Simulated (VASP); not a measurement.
# InPd (Fm-3m) in VASP: further runs, part 2 of 2

VASP 6.6.1. The steps go on from the part before.

## 3. Single point, r2SCAN

This run uses another cell than the first one, of 19.15 Å³/atom.

POSCAR

```
InPd
1.0
    0.0000000000      2.6754263760      2.6754263760
    2.6754263760      0.0000000000      2.6754263760
    2.6754263760      2.6754263760      0.0000000000
In Pd
1 1
Direct
    0.0000000000      0.0000000000      0.0000000000
    0.5000000000      0.5000000000      0.5000000000
```

INCAR.step1

```
PREC     = Accurate       # precision mode
ENCUT    = 520            # plane-wave cutoff, eV
ISMEAR   = -1             # smearing method
SIGMA    = 0.05           # smearing width, eV
LREAL    = False          # projectors in reciprocal space
LASPH    = True           # aspherical terms in the spheres
NELM     = 100            # most SCF steps
NBANDS   = 18             # bands
GGA      = PE             # functional
ALGO     = Normal         # electronic algorithm
EDIFF    = 1E-4           # SCF threshold, eV
LWAVE    = True           # write WAVECAR
LCHARG   = False          # write CHGCAR
```

INCAR.step2

```
PREC     = Accurate       # precision mode
ENCUT    = 520            # plane-wave cutoff, eV
EDIFF    = 1E-6           # SCF threshold, eV
ISMEAR   = -1             # smearing method
SIGMA    = 0.05           # smearing width, eV
LREAL    = False          # projectors in reciprocal space
LASPH    = True           # aspherical terms in the spheres
NELM     = 100            # most SCF steps
ALGO     = Normal         # electronic algorithm
ISIF     = 2              # what is computed and relaxed
LWAVE    = False          # write WAVECAR
LCHARG   = False          # write CHGCAR
METAGGA  = R2SCAN         # meta-GGA
LMIXTAU  = True         
NBANDS   = 18             # bands
ISTART   = 1
```

KPOINTS

```
Automatic mesh
0
Gamma
  8 8 8
```

Potentials or basis: VASP PAW PBE potentials, release 64 (In_d, Pd).

Started as:

```bash
$ cat potpaw_PBE.64/In_d/POTCAR potpaw_PBE.64/Pd/POTCAR > POTCAR
$ cp INCAR.step1 INCAR
$ mpirun -np 1 vasp_std > vasp.out
$ cp INCAR.step2 INCAR
$ mpirun -np 1 vasp_std > vasp.out
```

Wall time 2.6 min (1 thread of Intel Xeon 8259CL, shared host); peak memory 0.18 GiB.

Results (log left out):

* Free energy: -46.1170 eV
* Pressure: 5.6 GPa
* Band gap on the k mesh: zero (an odd number of electrons rules out a gap without spin polarisation)

Levels at points of the mesh, in eV from the Fermi level:
```tsv
k point	band 8	band 9	band 10	band 11	band 12	band 13	band 14	band 15
(0.00, 0.00, 0.00)	-3.41	-3.41	-3.03	-3.03	5.89	5.89	5.89	9.30
(0.50, 0.00, 0.00)	-4.25	-4.25	-2.97	-2.97	-1.68	8.06	8.06	8.08
(0.50, 0.50, 0.00)	-3.03	-2.80	-2.73	-2.73	0.02	1.41	1.41	5.45
```

Caveat: the cell stands under pressure; the PAW data sets were made with another functional, which shifts forces and pressure a little; spin-orbit coupling is left out, which moves the levels of the heavy elements.

## 4. Single point, r2SCAN

This run uses another cell than the first one, of 19.66 Å³/atom.

POSCAR

```
InPd
1.0
    0.0000000000      2.6989062452      2.6989062452
    2.6989062452      0.0000000000      2.6989062452
    2.6989062452      2.6989062452      0.0000000000
In Pd
1 1
Direct
    0.0000000000      0.0000000000      0.0000000000
    0.5000000000      0.5000000000      0.5000000000
```

INCAR.step1

```
PREC = Accurate
ENCUT = 520
ISMEAR = -1
SIGMA = 0.05
LREAL = F
LASPH = T
NELM = 100
NBANDS = 18
GGA = PE
ALGO = Normal
EDIFF = 1E-4
LWAVE = T
LCHARG = F
```

INCAR.step2

```
PREC = Accurate
ENCUT = 520
EDIFF = 1E-7
ISMEAR = -1
SIGMA = 0.05
LREAL = F
LASPH = T
NELM = 100
ALGO = Normal
ISIF = 2
LWAVE = F
LCHARG = T
METAGGA = R2SCAN
LMIXTAU = T
LELF = T
LVHAR = T
NBANDS = 18
ISTART = 1
```

KPOINTS is that of step 3.

Started as:

```bash
$ cat potpaw_PBE.64/In_d/POTCAR potpaw_PBE.64/Pd/POTCAR > POTCAR
$ cp INCAR.step1 INCAR
$ mpirun -np 1 vasp_std > vasp.out
$ cp INCAR.step2 INCAR
$ mpirun -np 1 vasp_std > vasp.out
```

Wall time 2.6 min (1 thread of Intel Xeon 8259CL, shared host); peak memory 0.18 GiB.

It converged, with:

```yaml
Free_energy: -46.1433 eV
Pressure: 2.5 GPa
Band_gap_on_the_k_mesh: zero (an odd number of electrons rules out a gap without spin polarisation)
```

Levels at points of the mesh, in eV from the Fermi level:
| k point | band 8 | band 9 | band 10 | band 11 | band 12 | band 13 | band 14 | band 15 |
| --- | --- | --- | --- | --- | --- | --- | --- | --- |
| (0.00, 0.00, 0.00) | -3.28 | -3.28 | -2.94 | -2.94 | 5.79 | 5.79 | 5.79 | 9.35 |
| (0.50, 0.00, 0.00) | -4.09 | -4.09 | -2.86 | -2.86 | -1.62 | 7.89 | 7.89 | 7.99 |
| (0.50, 0.50, 0.00) | -2.88 | -2.71 | -2.63 | -2.63 | 0.00 | 1.45 | 1.45 | 5.25 |

Caveat: the PAW data sets were made with another functional, which shifts forces and pressure a little; spin-orbit coupling is left out, which moves the levels of the heavy elements.

## 5. Relaxation of cell and atoms, r2SCAN, target pressure 2 GPa, at which the enthalpy is minimised

This run uses another cell than the first one, of 20.71 Å³/atom.

POSCAR

```
InPd
1.0
    0.0000000000      2.7460700000      2.7460700000
    2.7460700000      0.0000000000      2.7460700000
    2.7460700000      2.7460700000      0.0000000000
In Pd
1 1
Direct
    0.0000000000      0.0000000000      0.0000000000
    0.5000000000      0.5000000000      0.5000000000
```

INCAR.step1

```
PREC = Accurate
ENCUT = 600
ISMEAR = -1
SIGMA = 0.05
LREAL = False
LASPH = True
NELM = 100
GGA = PE
ALGO = Normal
EDIFF = 1E-4
LWAVE = True
LCHARG = False
```

INCAR.step2

```
PREC = Accurate
ENCUT = 600
EDIFF = 1E-7
ISMEAR = -1
SIGMA = 0.05
LREAL = False
LASPH = True
NELM = 100
ALGO = Normal
ISIF = 3
LWAVE = False
LCHARG = False
METAGGA = R2SCAN
LMIXTAU = True
IBRION = 2
NSW = 60
EDIFFG = -0.01
PSTRESS = 20.0
ISTART = 1
```

KPOINTS is that of step 4.

Started as:

```bash
$ cat potpaw_PBE.64/In_d/POTCAR potpaw_PBE.64/Pd/POTCAR > POTCAR
$ cp INCAR.step1 INCAR
$ mpirun -np 1 vasp_std > vasp.out
$ cp INCAR.step2 INCAR
$ mpirun -np 1 vasp_std > vasp.out
```

Wall time 6.2 min (1 thread of Intel Xeon 8259CL, shared host); peak memory 0.21 GiB.

The run converged. Its results:

- Free energy: -46.1477 eV
- Relaxed volume: 19.77 Å³/atom
- Relaxed cell: a = 3.824 Å, b = 3.824 Å, c = 3.824 Å, α = 60.00°, β = 60.00°, γ = 60.00°
- Space group after relaxing (to 0.1 Å): Fm-3m (No. 225)
- Energy change on relaxing (the run minimises the enthalpy): -2.3 meV/atom
- Ionic steps: 3
- Pressure after relaxing: 2.0 GPa
- Band gap on the k mesh: zero (an odd number of electrons rules out a gap without spin polarisation)

Step by step:
| step | energy change (eV) | largest force (eV/Å) | pressure (GPa) | volume (Å³) |
| --- | --- | --- | --- | --- |
| 1 | 0.0000 | 0.0000 | -2.52 | 41.42 |
| 2 | 0.0355 | 0.0000 | 6.62 | 38.02 |
| 3 | -0.0045 | 0.0000 | 1.98 | 39.53 |

Final structure:
```
In Pd
1.0
     0.00000    2.70381    2.70381
     2.70381    0.00000    2.70381
     2.70381    2.70381    0.00000
In Pd
1 1
Cartesian
  0.0000 0.0000 0.0000
  2.7038 2.7038 2.7038
```

Levels at points of the mesh, in eV from the Fermi level:
| k point | band 9 | band 10 | band 11 | band 12 | band 13 | band 14 |
| --- | --- | --- | --- | --- | --- | --- |
| (0.00, 0.00, 0.00) | -3.25 | -2.92 | -2.92 | 5.77 | 5.77 | 5.77 |
| (0.50, 0.00, 0.00) | -4.06 | -2.83 | -2.83 | -1.61 | 7.86 | 7.86 |
| (0.50, 0.50, 0.00) | -2.69 | -2.60 | -2.60 | -0.01 | 1.46 | 1.46 |

Caveat: the cell is relaxed towards a set pressure, so the run minimises the enthalpy, not the energy; the PAW data sets were made with another functional, which shifts forces and pressure a little; spin-orbit coupling is left out, which moves the levels of the heavy elements.

## 6. Summary

| task | cell | cutoff (eV) | gap on the mesh (eV) | pressure (GPa) |
| --- | --- | --- | --- | --- |
| single point | a = 3.737 Å, angles 60.0°, 2 atoms | 520 | none | 10.7 |
| single point | a = 3.784 Å, angles 60.0°, 2 atoms | 520 | none | 5.6 |
| single point | a = 3.817 Å, angles 60.0°, 2 atoms | 520 | none | 2.5 |
| relaxation of cell and atoms | relaxed to 2 GPa from a = 3.884 Å, angles 60.0°, 2 atoms | 600 | none | 2.0 |

Alike in all rows: level r2SCAN; potentials or basis VASP PAW PBE potentials, release 64 (In_d, Pd); no spin polarisation; k mesh 8 × 8 × 8; smearing fermi-dirac 0.05 eV.

Caveats: the PAW data sets were made with another functional, which shifts forces and pressure a little; spin-orbit coupling is left out, which moves the levels of the heavy elements; the cell stands under pressure (at least some runs); the cell is relaxed towards a set pressure, so the run minimises the enthalpy, not the energy (at least some runs).

Total energies depend on the potentials used, so only differences within one code and one set of settings carry meaning.
